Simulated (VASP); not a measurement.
# ZrS (R-3m) in VASP: a series of runs

Runs on ZrS. Level: PBEsol. Tasks: single point.

Everything below comes from runs of VASP 6.6.1. Logs are shortened: lines on timing, memory, paths and dates and some standing lists are left out, and cuts for length are marked.

## 1. The cell of the first run

Symmetry: R-3m, No. 166, trigonal system. The conventional cell has a = 3.703 Å, b = 3.703 Å, c = 9.638 Å, α = 90.00°, β = 90.00°, γ = 120.00°. Zr (site symmetry -3m) has 6 S at 2.67 Å within 3.5 Å. Within 3.5 Å of S (site symmetry -3m) lie 6 Zr at 2.67 Å.

## 2. Single point, PBEsol (19.08 Å³/atom)

The input, INCAR:

```
PREC = Accurate
ENCUT = 520
EDIFF = 1E-6
ISMEAR = 0
SIGMA = 0.15
LREAL = F
LASPH = T
NELM = 80
ALGO = Normal
ISIF = 2
LWAVE = F
LCHARG = T
GGA = PS
LELF = T
LVHAR = T
NBANDS = 16
```

The input, KPOINTS:

```
Automatic mesh
0
Gamma
  16 16 16
```

The input, POSCAR:

```
ZrS
1.0
    0.1091118457      2.7277961422      2.7277961422
    2.7277961422      0.1091118457      2.7277961422
    2.7277961422      2.7277961422      0.1091118457
Zr S
1 1
Direct
    0.0000000000      0.0000000000      0.0000000000
    0.5000000000      0.5000000000      0.5000000000
```

Potentials or basis: VASP PAW PBE potentials, release 64 (Zr_sv, S).

Launch:

```console
$ cat potpaw_PBE.64/Zr_sv/POTCAR potpaw_PBE.64/S/POTCAR > POTCAR
$ mpirun -np 1 vasp_std > vasp.out
```

OUTCAR:

```text
PREC = Accurate
   ENCUT = 520
   EDIFF = 1E-6
   ISMEAR = 0
   LREAL = F
   LASPH = T
   NELM = 80
   ISIF = 2
   GGA = PS

 ion  position               nearest neighbor table
   1  0.000  0.000  0.000-   2 2.67   2 2.67   2 2.67   2 2.67   2 2.67   2 2.67
   2  0.500  0.500  0.500-   1 2.67   1 2.67   1 2.67   1 2.67   1 2.67   1 2.67

  LATTYP: Found a trigonal (rhomboedric) cell.
 ALAT       =     3.8592290657
 COS(alpha) =     0.5395683453

  Lattice vectors:

 A1 = (   0.1091118457,   2.7277961422,   2.7277961422)
 A2 = (   2.7277961422,   0.1091118457,   2.7277961422)
 A3 = (   2.7277961422,   2.7277961422,   0.1091118457)

Analysis of symmetry for initial positions (statically):
=====================================================================
 Subroutine PRICEL returns:
 Original cell was already a primitive cell.

 Routine SETGRP: Setting up the symmetry group for a
 trigonal (rhombohedral) supercell.

 Subroutine GETGRP returns: Found 12 space group operations
 (whereof 12 operations were pure point group operations)
 out of a pool of 12 trial point group operations.

The static configuration has the point symmetry D_3d.

Analysis of symmetry for dynamics (positions and initial velocities):
=====================================================================
 Subroutine PRICEL returns:
 Original cell was already a primitive cell.

 Routine SETGRP: Setting up the symmetry group for a
 trigonal (rhombohedral) supercell.

 Subroutine GETGRP returns: Found 12 space group operations
 (whereof 12 operations were pure point group operations)
 out of a pool of 12 trial point group operations.

The dynamic configuration has the point symmetry D_3d.

 Subroutine INISYM returns: Found 12 space group operations
 (whereof 12 operations are pure point group operations),
 and found     1 'primitive' translations

----------------------------------------------------------------------------------------

                                     Primitive cell

  volume of cell :      38.1600

  direct lattice vectors                    reciprocal lattice vectors
     0.109111846  2.727796142  2.727796142    -0.194679413  0.187191743  0.187191743
     2.727796142  0.109111846  2.727796142     0.187191743 -0.194679413  0.187191743
     2.727796142  2.727796142  0.109111846     0.187191743  0.187191743 -0.194679413

  length of vectors
     3.859229066  3.859229066  3.859229066     0.328605495  0.328605495  0.328605495

  position of ions in fractional coordinates (direct lattice)
     0.000000000  0.000000000  0.000000000
     0.500000000  0.500000000  0.500000000

  ion indices of the primitive-cell ions
   primitive index   ion index
                 1           1
                 2           2

----------------------------------------------------------------------------------------

 KPOINTS: Automatic mesh

Automatic generation of k-mesh.
 Grid dimensions read from file:
 generate k-points for:   16   16   16

 Generating k-lattice:

  Cartesian coordinates                     Fractional coordinates (reciprocal lattice)
    -0.012167463  0.011699484  0.011699484     0.062500000  0.000000000  0.000000000
     0.011699484 -0.012167463  0.011699484     0.000000000  0.062500000  0.000000000
     0.011699484  0.011699484 -0.012167463     0.000000000  0.000000000  0.062500000

  Length of vectors
     0.020537843  0.020537843  0.020537843

  Shift w.r.t. Gamma in fractional coordinates (k-lattice)
     0.000000000  0.000000000  0.000000000

 Subroutine IBZKPT returns following result:
 ===========================================

 Found    417 irreducible k-points:

 Following reciprocal coordinates:
            Coordinates               Weight
  0.000000  0.000000  0.000000      1.000000
  0.062500 -0.000000 -0.000000      6.000000
  0.125000 -0.000000 -0.000000      6.000000
  0.187500  0.000000  0.000000      6.000000
  0.250000 -0.000000 -0.000000      6.000000
  0.312500 -0.000000 -0.000000      6.000000
[... 16 lines left out ...]
 -0.125000  0.062500  0.000000     12.000000
 -0.062500  0.062500  0.000000      6.000000
 [... further k-points ...]
   k-points           NKPTS =    417   k-points in BZ     NKDIM =    417   number of bands    NBANDS=     16
   number of dos      NEDOS =    301   number of ions     NIONS =      2
   total plane-waves  NPLWV =  27000
   dimension x,y,z NGX =    30 NGY =   30 NGZ =   30
   dimension x,y,z NGXF=    60 NGYF=   60 NGZF=   60
   ions per type =               1   1
   NGX,Y,Z   is equivalent  to a cutoff of  12.92, 12.92, 12.92 a.u.
   NGXF,Y,Z  is equivalent  to a cutoff of  25.85, 25.85, 25.85 a.u.
 SYSTEM =  unknown system
   PREC   = accura    normal or accurate (medium, high low for compatibility)
   ISTART =      0    job   : 0-new  1-cont  2-samecut
   ICHARG =      2    charge: 1-file 2-atom 10-const
   ISPIN  =      1    spin polarized calculation?
   LNONCOLLINEAR =      F non collinear calculations
   LSORBIT =      F    spin-orbit coupling
   LASPH  =      T    aspherical Exc in radial PAW
   ENCUT  =  520.0 eV  38.22 Ry    6.18 a.u.   7.18  7.18  7.18*2*pi/ulx,y,z
   NELM   =     80;   NELMIN=  2; NELMDL= -5     # of ELM steps
   EDIFF  = 0.1E-05   stopping-criterion for ELM
   LREAL  =      F    real-space projection
   EDIFFG = 0.1E-04   stopping-criterion for IOM
   NSW    =      0    number of steps for IOM
   IBRION =     -1    ionic relax: 0-MD 1-quasi-New 2-CG
   NFREE  =      0    steps in history (QN), initial steepest desc. (CG)
   ISIF   =      2    stress and relaxation
   ISYM   =      2    0-nonsym 1-usesym 2-fastsym
   POTIM  = 0.5000    time-step for ionic-motion
   TEBEG  =    0.0;   TEEND  =   0.0 temperature during run
   PSTRESS=    0.0 pullay stress
   NELECT =      18.0000    total number of electrons
   NUPDOWN=      -1.0000    fix difference up-down
   EMIN   =  10.00;   EMAX   =-10.00  energy-range for DOS
   EFERMI =   0.00;   METHOD = LEGACY
   ISMEAR =     0;   SIGMA  =   0.15  broadening in eV -4-tet -1-fermi 0-gaus
   EFERMI_NEDOS =   21; number of points for ismear=-14 and -15
   IALGO  =     38    algorithm
   IMIX   =      4    mixing-type and parameters
     AMIX     =   0.40;   BMIX     =  1.00
     AMIX_MAG =   1.60;   BMIX_MAG =  1.00
  volume/ion in A,a.u.               =      19.08       128.76
  Fermi-wavevector in a.u.,A,eV,Ry     =   1.274372  2.408214 22.096187  1.624024
  Thomas-Fermi vector in A             =   2.407144
   LORBIT       =      0    0 simple, 1 ext, 2 COOP (PROOUT), +10 PAW based schemes
   GGA     = PS    functional components
   LHFCALC =     F    Hartree Fock is set to
   AEXX    =    0.0000 exact exchange contribution
   IVDW    =     0    specifies the selected vdW correction
   LEPSILON=     F    determine dielectric tensor
   LRPA    =     F    only Hartree local field effects (RPA)
 non-spin polarized calculation
 Gauss-broadening in eV      SIGMA  =   0.15
  energy-cutoff  :      520.00
  volume of cell :       38.16
 maximum number of plane-waves:      1048
 NGX is ok and might be reduce to    30
   NGX = 15   NGY = 15   NGZ = 15

 number of electron      17.9999999 magnetization

 Free energy of the ion-electron system (eV)
  ---------------------------------------------------
  ext. energy  EPLUGINS =         0.00000000
  ---------------------------------------------------
  free energy    TOTEN  =       -16.36102052 eV

  energy without entropy =      -16.34425002  energy(sigma->0) =      -16.35263527

 E-fermi :   9.9397     XC(G=0): -11.2077

 val. band max:        9.9390363885   @ k =   0.3750   0.3125   0.3125
 cond. band min:       9.9414331477   @ k =  -0.3125   0.3125   0.1250
 fundamental gap:      0.0023967591
 Fermi energy:         9.9396655953

 k-point     1 :       0.0000    0.0000    0.0000
  band No.  band energies     occupation
      1     -40.0582      2.00000
      2     -18.0937      2.00000
      3     -18.0212      2.00000
      4     -18.0212      2.00000
      5      -5.6138      2.00000
      6       6.2435      2.00000
[... 8 lines left out ...]
     15      17.0917      0.00000
     16      21.6249      0.00000

 k-point     2 :       0.0625   -0.0000   -0.0000
  band No.  band energies     occupation
      1     -40.0574      2.00000
      2     -18.0952      2.00000
      3     -18.0320      2.00000
      4     -18.0227      2.00000
      5      -5.5684      2.00000
      6       6.0558      2.00000
[... 8 lines left out ...]
     15      17.2576      0.00000
     16      21.4148      0.00000

 k-point     3 :       0.1250   -0.0000   -0.0000
  band No.  band energies     occupation
      1     -40.0550      2.00000
      2     -18.1017      2.00000
      3     -18.0601      2.00000
      4     -18.0267      2.00000
      5      -5.4367      2.00000
      6       5.5547      2.00000
[... 8 lines left out ...]
     15      17.6672      0.00000
     16      20.6163      0.00000

 k-point     4 :       0.1875    0.0000    0.0000
  band No.  band energies     occupation
      1     -40.0515      2.00000
      2     -18.1280      2.00000
      3     -18.0851      2.00000
      4     -18.0328      2.00000
      5      -5.2320      2.00000
      6       4.7681      2.00000
[... 8 lines left out ...]
     15      17.9380      0.00000
     16      19.7850      0.00000
[... 324 lines left out ...]
 k-point    22 :      -0.1875    0.0625    0.0000
  band No.  band energies     occupation
      1     -40.0493      2.00000
      2     -18.1434      2.00000
      3     -18.0940      2.00000
      4     -18.0409      2.00000
      5      -5.1213      2.00000
      6       4.3646      2.00000
[... 8 lines left out ...]
     15      17.9840      0.00000
     16      19.3984      0.00000

 k-point    23 :      -0.1250    0.0625    0.0000
  band No.  band energies     occupation
      1     -40.0531      2.00000
      2     -18.1016      2.00000
      3     -18.0830      2.00000
      4     -18.0332      2.00000
      5      -5.3393      2.00000
      6       5.1040      2.00000
[... 8 lines left out ...]
     15      17.9268      0.00000
     16      20.2288      0.00000

 k-point    24 :      -0.0625    0.0625    0.0000
  band No.  band energies     occupation
      1     -40.0560      2.00000
      2     -18.0948      2.00000
      3     -18.0509      2.00000
      4     -18.0269      2.00000
      5      -5.4938      2.00000
      6       5.7951      2.00000
[... 8 lines left out ...]
     15      17.5242      0.00000
     16      21.0289      0.00000

 [... further k-points ...]

------------------------ aborting loop because EDIFF is reached ----------------------------------------

  FORCE on cell =-STRESS in cart. coord.  units (eV):
  Direction    XX          YY          ZZ          XY          YZ          ZX
  --------------------------------------------------------------------------------------
  -------------------------------------------------------------------------------------
  Total       -2.8045836     -2.8045836     -2.8045836     -0.2026437     -0.2026437     -0.2026437
  in kB     -117.7526282   -117.7526282   -117.7526282     -8.5081517     -8.5081517     -8.5081517
  external PRESSURE =    -117.7526282 kB  Pullay stress =       0.0000000 kB

 VOLUME and BASIS-vectors are now :
 -----------------------------------------------------------------------------
  energy-cutoff  :      520.00
  volume of cell :       38.16
      direct lattice vectors                 reciprocal lattice vectors
     0.109111846  2.727796142  2.727796142    -0.194679413  0.187191743  0.187191743
     2.727796142  0.109111846  2.727796142     0.187191743 -0.194679413  0.187191743
     2.727796142  2.727796142  0.109111846     0.187191743  0.187191743 -0.194679413

 POSITION                                       TOTAL-FORCE (eV/Angst)
 -----------------------------------------------------------------------------------
      0.00000      0.00000      0.00000         0.000000     -0.000000      0.000000
      2.78235      2.78235      2.78235        -0.000000      0.000000     -0.000000
 -----------------------------------------------------------------------------------
    total drift:                               -0.000000      0.000000      0.000000

  FREE ENERGIE OF THE ION-ELECTRON SYSTEM (eV)
  ---------------------------------------------------
  free  energy   TOTEN  =       -16.3610205186 eV

  energy  without entropy=      -16.3442500152  energy(sigma->0) =      -16.35263527
```

It took 2.1 min on 1 thread of Intel Xeon 6975P-C (Granite Rapids), shared host; peak memory 0.37 GiB.

What came out:

| Quantity | Value |
| --- | --- |
| Free energy | -16.3610 eV |
| Pressure | -11.8 GPa |
| Band gap on the k mesh | zero (bands 9 and 10 overlap by 2.24 eV) |

Stress tensor (GPa, compression positive):
```
-11.78  -0.85  -0.85
 -0.85 -11.78  -0.85
 -0.85  -0.85 -11.78
```

Caveat: the cell stands under tension; the PAW data sets were made with another functional, which shifts forces and pressure a little.

## 3. Single point, PBEsol (19.08 Å³/atom)

The input, INCAR:

```
ALGO = Normal
EDIFF = 1E-7
ENCUT = 520
GGA = PS
ISIF = 2
ISMEAR = 0
LASPH = T
LCHARG = T
LELF = T
LREAL = F
LVHAR = T
LWAVE = F
NBANDS = 16
NELM = 80
PREC = Accurate
SIGMA = 0.15
```

The input, KPOINTS:

```
k-points
0
Gamma
  16 16 16
```

The input, POSCAR:

```
ZrS
1.0
    0.2206953896      2.7869208502      2.7869208502
    2.7869208502      0.2206953896      2.7869208502
    2.7869208502      2.7869208502      0.2206953896
Zr S
1 1
Direct
    0.0000000000      0.0000000000      0.0000000000
    0.5000000000      0.5000000000      0.5000000000
```

Potentials or basis: VASP PAW PBE potentials, release 64 (Zr_sv, S).

Launch:

```console
$ cat potpaw_PBE.64/Zr_sv/POTCAR potpaw_PBE.64/S/POTCAR > POTCAR
$ mpirun -np 1 vasp_std > vasp.out
```

Run time: 2.3 min. Hardware: 1 thread of Intel Xeon 6975P-C (Granite Rapids), shared host; peak memory 0.37 GiB.

It converged, with:

| Property | Result |
| --- | --- |
| Free energy | -16.3279 eV |
| Pressure | -11.6 GPa |
| Band gap on the k mesh | zero (bands 9 and 10 overlap by 1.96 eV) |

Stress tensor (GPa, compression positive):
```
-11.55  -1.39  -1.39
 -1.39 -11.55  -1.39
 -1.39  -1.39 -11.55
```

Levels at points of the mesh, in eV from the Fermi level:
```tsv
k point	band 7	band 8	band 9	band 10	band 11	band 12
(0.00, 0.00, 0.00)	-3.13	-3.13	-1.99	-0.88	-0.88	-0.39
(0.50, 0.00, 0.00)	-6.14	-5.41	0.45	1.79	2.01	2.35
(0.50, 0.50, 0.00)	-4.60	-4.00	-3.14	0.47	1.50	2.38
(0.50, 0.50, 0.50)	-5.07	-5.07	1.08	1.10	1.10	2.39
```

Caveat: the cell stands under tension; the PAW data sets were made with another functional, which shifts forces and pressure a little.

## 4. Single point, PBEsol (19.08 Å³/atom)

The input, INCAR:

```
SYSTEM = ZrS
PREC = Accurate ; ENCUT = 520
EDIFF = 1E-6 ; ISMEAR = 0
SIGMA = 0.15 ; LREAL = .FALSE.
LASPH = .TRUE. ; NELM = 80
ALGO = Normal ; ISIF = 2
LWAVE = .FALSE. ; LCHARG = .FALSE.
GGA = PS ; NBANDS = 16
```

The input, KPOINTS:

```
Automatic mesh
0
G
  16 16 16
  0 0 0
```

The input, POSCAR:

```
ZrS
1.0
   -0.2120242553      2.5704462871      2.5704462871
    2.5704462871     -0.2120242553      2.5704462871
    2.5704462871      2.5704462871     -0.2120242553
Zr S
1 1
Direct
    0.0000000000      0.0000000000      0.0000000000
    0.5000000000      0.5000000000      0.5000000000
```

Launch:

```console
$ cat potpaw_PBE.64/Zr_sv/POTCAR potpaw_PBE.64/S/POTCAR > POTCAR
$ mpirun -np 1 vasp_std > vasp.out
```

Run time: 1.7 min. Hardware: 1 thread of Intel Xeon 6975P-C (Granite Rapids), shared host; peak memory 0.35 GiB.

The run converged. Its results:

```
Free energy            : -16.3172 eV
Pressure               : -11.7 GPa
Band gap on the k mesh : zero (bands 9 and 10 overlap by 3.15 eV)
```

Stress tensor (GPa, compression positive):
```
-11.68   1.98   1.98
  1.98 -11.68   1.98
  1.98   1.98 -11.68
```

Levels at points of the mesh, in eV from the Fermi level:
| k point | band 5 | band 6 | band 7 | band 8 | band 9 | band 10 | band 11 | band 12 | band 13 | band 14 |
| --- | --- | --- | --- | --- | --- | --- | --- | --- | --- | --- |
| (0.00, 0.00, 0.00) | -15.52 | -3.60 | -3.60 | -3.03 | -1.63 | -1.63 | -0.53 | -0.47 | -0.47 | 1.63 |
| (0.50, 0.00, 0.00) | -14.21 | -7.74 | -5.80 | -5.09 | 0.71 | 0.85 | 2.05 | 2.37 | 4.69 | 5.18 |
| (0.50, 0.50, 0.00) | -14.68 | -6.13 | -4.68 | -3.98 | -3.15 | 0.43 | 1.52 | 2.33 | 2.60 | 3.38 |
| (0.50, 0.50, 0.50) | -13.94 | -7.62 | -6.18 | -6.18 | 1.52 | 1.78 | 1.78 | 1.95 | 5.27 | 5.27 |

Caveat: the cell stands under tension; the PAW data sets were made with another functional, which shifts forces and pressure a little.

## 5. Single point, PBEsol (20.00 Å³/atom)

This run uses another cell than the first one, of 20.00 Å³/atom.

The input, INCAR:

```
  PREC = Accurate
  ENCUT = 520
  EDIFF = 1E-6
  ISMEAR = 0
  SIGMA = 0.15
  LREAL = F
  LASPH = T
  NELM = 80
  ALGO = Normal
  ISIF = 2
  LWAVE = F
  LCHARG = F
  GGA = PS
  NBANDS = 16
```

The input, KPOINTS:

```
Automatic mesh
0
Gamma
  16 16 16
```

The input, POSCAR:

```
ZrS
1.0
    0.3399385812      2.8945872372      2.8945872372
    2.8945872372      0.3399385812      2.8945872372
    2.8945872372      2.8945872372      0.3399385812
Zr S
1 1
Direct
    0.0000000000      0.0000000000      0.0000000000
    0.5000000000      0.5000000000      0.5000000000
```

Launch:

```console
$ cat potpaw_PBE.64/Zr_sv/POTCAR potpaw_PBE.64/S/POTCAR > POTCAR
$ mpirun -np 1 vasp_std > vasp.out
```

Wall time 90 s (1 thread of Intel Xeon 6975P-C (Granite Rapids), shared host); peak memory 0.38 GiB.

The run converged. Its results:

* Free energy: -16.1354 eV
* Pressure: -15.0 GPa
* Band gap on the k mesh: zero (bands 9 and 10 overlap by 1.33 eV)

Stress tensor (GPa, compression positive):
```
-15.00  -1.19  -1.19
 -1.19 -15.00  -1.19
 -1.19  -1.19 -15.00
```

Levels at points of the mesh, in eV from the Fermi level:
```csv
k point,band 6,band 7,band 8,band 9,band 10,band 11,band 12,band 13
"(0.00, 0.00, 0.00)",-3.94,-2.80,-2.80,-2.15,-0.63,-0.63,-0.06,-0.06
"(0.50, 0.00, 0.00)",-7.32,-5.98,-4.93,0.02,1.80,2.23,2.60,4.60
"(0.50, 0.50, 0.00)",-5.93,-4.51,-3.67,-2.85,0.50,1.09,2.20,2.45
"(0.50, 0.50, 0.50)",-7.43,-4.47,-4.47,0.70,1.00,1.00,2.75,4.04
```

Caveat: the cell stands under tension; the PAW data sets were made with another functional, which shifts forces and pressure a little.

(Continued in part 2 of 2.)
